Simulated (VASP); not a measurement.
A run of VASP 6.6.1:

The input INCAR:

```
SYSTEM = Mg
ALGO = Normal
EDIFF = 1E-7
ENCUT = 520
GGA = PE
ISIF = 2
ISMEAR = 0
LASPH = .TRUE.
LCHARG = .TRUE.
LELF = .TRUE.
LREAL = .FALSE.
LVHAR = .TRUE.
LWAVE = .FALSE.
NBANDS = 9
NELM = 100
PREC = Accurate
SIGMA = 0.1
```

The input KPOINTS:

```
k-points
0
G
  18 18 8
  0 0 0
```

File POSCAR:

```
Mg
1.0
    3.2088450500     -0.0000000029      0.0000000000
   -1.6044225225      2.7789413316      0.0000000000
    0.0000000000      0.0000000000      5.1459161596
Mg
2
Direct
    0.3333333333      0.6666666667      0.2500000000
    0.6666666667      0.3333333333      0.7500000000
```

Potentials or basis: VASP PAW PBE potentials, release 64 (Mg).

Command:

```bash
$ cat potpaw_PBE.64/Mg/POTCAR > POTCAR
$ mpirun -np 1 vasp_std > vasp.out
```

Hardware: 1 thread of Intel(R) Xeon(R) 6975P-C (Granite Rapids), on a shared host.

Problem. Estimate the wall time of this run.

Solution. Run time: 16 s on 1 thread of Intel(R) Xeon(R) 6975P-C (Granite Rapids) (shared host), peak memory 0.2 GiB. Counts: scf iterations 11, k points 185.
